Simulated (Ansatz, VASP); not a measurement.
One calculation of Li2H, two programs

Contents of INCAR:

```
SYSTEM = Li2H
  PREC = Accurate
  ENCUT = 600
  EDIFF = 1E-6
  ISMEAR = 0
  SIGMA = 0.2
  LREAL = .False.
  LASPH = .True.
  NELM = 80
  ALGO = Normal
  ISIF = 3
  LWAVE = .False.
  LCHARG = .False.
  GGA = PE
  IBRION = 2
  NSW = 80
  EDIFFG = -0.025
```

File KPOINTS:

```
regular mesh
0
Gamma
  8 4 4
  0 0 0
```

Contents of POSCAR:

```
Li2H
1.0
    2.7356615222     -0.0005103105      0.0378771879
   -0.0008838838      4.8532420112     -0.0196669020
    0.0705367191     -0.0211452514      5.2240354643
Li H
4 2
Direct
    0.5138452734      0.4947670848      0.7774370824
   -0.0549444612     -0.0089573392      0.7163101769
    0.4635498467      0.5332102674      0.2407905509
    0.0294756635      0.0105092489      0.2674818064
    0.0630300897      0.2993553391     -0.0118066828
    0.4850435879      0.8377820657      0.0097870663
```

Input for Ansatz:

```yaml
crystal:
  lattice:
    - [2.7356615222, -0.0005103105, 0.0378771879]
    - [-0.0008838838, 4.8532420112, -0.019666902]
    - [0.0705367191, -0.0211452514, 5.2240354643]
  atoms:
    - { symbol: Li, position: [0.5138452734, 0.4947670848, 0.7774370824] }
    - { symbol: Li, position: [-0.0549444612, -0.0089573392, 0.7163101769] }
    - { symbol: Li, position: [0.4635498467, 0.5332102674, 0.2407905509] }
    - { symbol: Li, position: [0.0294756635, 0.0105092489, 0.2674818064] }
    - { symbol: H, position: [0.0630300897, 0.2993553391, -0.0118066828] }
    - { symbol: H, position: [0.4850435879, 0.8377820657, 0.0097870663] }
basis:
  ecutwfc: 420
kpoints:
  mp_grid: { grid: [8, 4, 4] }
hamiltonian:
  xc: pbe
scf:
  occupations: { method: gaussian, width: 0.2 }
  lower_state_search: "off"
output:
  forces: true
  stress: true
  eigenvalues: true
relax:
  adjacent_minimum: "off"
  f_tol: 0.025
  max_steps: 60
  cell: { stress_tol: 0.25 }
```

Change from the starting cell: cell x2, atoms moved at random (sigma 0.15 Å) and cell strained at random (1.5 %), then relaxed without symmetry.

Alike in both runs: task relaxation of cell and atoms; functional PBE; k mesh 8 × 4 × 4; occupations gaussian, width 0.2 eV; no spin polarisation.

|  | VASP | Ansatz |
| --- | --- | --- |
| version | VASP 6.6.1 | Ansatz 0.2.0 |
| potentials or method | VASP PAW PBE potentials, release 64 (Li_sv, H), cutoff 600 eV | scalar-relativistic, plane waves, PAW |
| valence electrons in the cell | 14 | 14 |

```csv
,VASP,Ansatz,Ansatz less VASP
"gap on the k mesh at the Fermi level, each at its own relaxed structure (eV)",none,none,-
relaxed volume (Å³/atom),11.57,11.65,+0.081
relaxed length of the cell vector where the two differ most in proportion (Å),4.869,4.898,+0.0286
```

A gap of «none» marks a metal or a gap that the smearing closes.

Noted on VASP's run: the cutoff is under 1.25 times that of the potentials, so the pressure is a little rough.
